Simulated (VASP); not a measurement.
**NaCl: single point with r2SCAN**

NaCl:

```xyz
2
Lattice="0.0000 2.8027 2.8027 2.8027 0.0000 2.8027 2.8027 2.8027 0.0000" Properties=species:S:1:pos:R:3 pbc="T T T"
Na    0.0000    0.0000    0.0000
Cl    2.8027    2.8027    2.8027
```

| Item | Value |
| --- | --- |
| Program | VASP 6.6.1 |
| Task | single point |
| Functional | r2SCAN |
| Potentials or basis | VASP PAW PBE potentials, release 64 (Na_pv, Cl) |
| Cutoff | 550 eV |
| k mesh | 6 × 6 × 6 |
| Occupations | methfessel-paxton, width 0.5 eV |
| Spin | no spin polarisation |

```json
{
 "Pressure": "-0.3 GPa",
 "Band gap on the k mesh": "6.00 eV"
}
```

Levels at points of the mesh, in eV from the valence-band top:
```
           k point  band 3  band 4  band 5  band 6  band 7  band 8  band 9  band 10  band 11  band 12
(0.00, 0.00, 0.00)  -21.47  -13.27    0.00    0.00    0.00    6.00   11.78    11.78    11.78    14.06
(0.50, 0.00, 0.00)  -21.47  -12.91   -1.98   -0.29   -0.29    7.99   11.77    11.82    11.82    16.12
(0.50, 0.50, 0.00)  -21.48  -12.86   -1.73   -0.62   -0.62    8.50    8.60    12.35    16.09    16.09
```

Wall time 26 s on 1 thread of Intel(R) Xeon(R) 6975P-C (Granite Rapids), with other jobs on the host, peak memory 0.17 GiB.

Caveat: the PAW data sets were made with another functional, which shifts forces and pressure a little. r2SCAN opens gaps a little over a GGA but as a rule still falls short of measured ones.
